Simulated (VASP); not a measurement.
A run of VASP 6.6.1 is set up as follows.

The input INCAR:

```
SYSTEM = Ta8C
ALGO = Normal
DIPOL = 0.5 0.5 0.480
EDIFF = 1E-7
ENCUT = 520
GGA = PS
IDIPOL = 3
ISIF = 2
ISMEAR = 0
LASPH = .TRUE.
LCHARG = .FALSE.
LDIPOL = .TRUE.
LREAL = .FALSE.
LWAVE = .FALSE.
NBANDS = 56
NELM = 100
PREC = Accurate
SIGMA = 0.1
```

File KPOINTS:

```
k-points
0
G
  6 6 1
  0 0 0
```

Contents of POSCAR:

```
Ta8C
1.0
    4.6393552032      0.0000000000      0.0000000000
   -2.3196776016      4.0177994632      0.0000000000
    0.0000000000      0.0000000000     25.6290309070
Ta C
8 1
Direct
    0.6666666667      0.3333333333      0.3316551465
    0.3333333333      0.6666666667      0.3686056039
    0.0000000000      0.0000000000      0.4055560613
    0.6666666667      0.3333333333      0.4425065188
    0.3333333333      0.6666666667      0.4740103132
    0.0000000000      0.0000000000      0.5174739688
    0.6666666667      0.3333333333      0.5592904560
    0.3333333333      0.6666666667      0.5744221064
    0.3333333333      0.6666666667      0.6476383682
```

Potentials or basis: VASP PAW PBE potentials, release 64 (Ta_pv, C).

The run is started by

```sh
$ cat potpaw_PBE.64/Ta_pv/POTCAR potpaw_PBE.64/C/POTCAR > POTCAR
$ mpirun -np 1 vasp_std > vasp.out
```

**Question.** Predict the band gap on the k mesh.

**Answer.** Zero (bands 46 and 47 overlap by 0.07 eV).

**Question.** Estimate the largest force.

**Answer.** 2.071 eV/Å.

Forces in eV/Å, atoms in the order of the input:
```
Ta   0.000  0.000  2.071
Ta   0.000  0.000 -0.301
Ta   0.000  0.000 -1.337
Ta   0.000  0.000 -0.457
Ta   0.000  0.000 -0.011
Ta   0.000  0.000 -0.001
Ta   0.000  0.000  0.005
Ta   0.000  0.000 -0.095
C    0.000  0.000  0.127
```

Caveat: the PAW data sets were made with another functional, which shifts forces and pressure a little; spin-orbit coupling is left out, which moves the levels of the heavy elements.
